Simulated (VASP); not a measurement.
## BaHfO₃ (strained cubic perovskite): one PBE single-point calculation in two programs

```xyz
5
Lattice="4.3024 0.0000 0.0000 0.0000 4.3024 0.0000 0.0000 0.0000 4.1190" Properties=species:S:1:pos:R:3 pbc="T T T"
Ba    0.0000    0.0000    0.0000
Hf    2.1512    2.1512    2.0595
O     2.1512    2.1512    0.0000
O     2.1512    0.0000    2.0595
O     0.0000    2.1512    2.0595
```

Each program uses its own PAW datasets. VASP's cell holds 38 valence electrons and Ansatz's 54. Ansatz's stress includes a Pulay correction; VASP's doesn't.

Cutoffs: 520 eV in VASP, 420 eV in Ansatz. k meshes: 6×6×6 and 6×6×6.

|  | VASP | Ansatz |
| --- | --- | --- |
| gap between bands v and c | 3.31 eV | 3.40 eV |
| least direct gap | 3.55 eV | 3.53 eV |
| pressure | -3.7 GPa | -3.1 GPa |

Band v is the last that the valence electrons fill when counted band by band, and c is the next. Levels in eV from the top of v, Ansatz:

```
point    v−1      v     c   c+1
    Γ  -0.22  -0.13  3.40  3.62
    X  -0.51  -0.44  4.01  5.86
    M  -0.95  -0.14  5.90  5.90
    R   0.00   0.00  5.79  5.95
```

VASP:

```csv
point,v−1,v,c,c+1
Γ,-0.31,-0.23,3.31,3.54
X,-0.60,-0.55,4.01,5.82
M,-1.04,-0.17,5.83,5.83
R,0.00,0.00,5.69,5.86
```

VASP's potentials hold 38 valence electrons a cell and Ansatz's 54, so a difference between the two programs can come from the potentials and not from the codes.
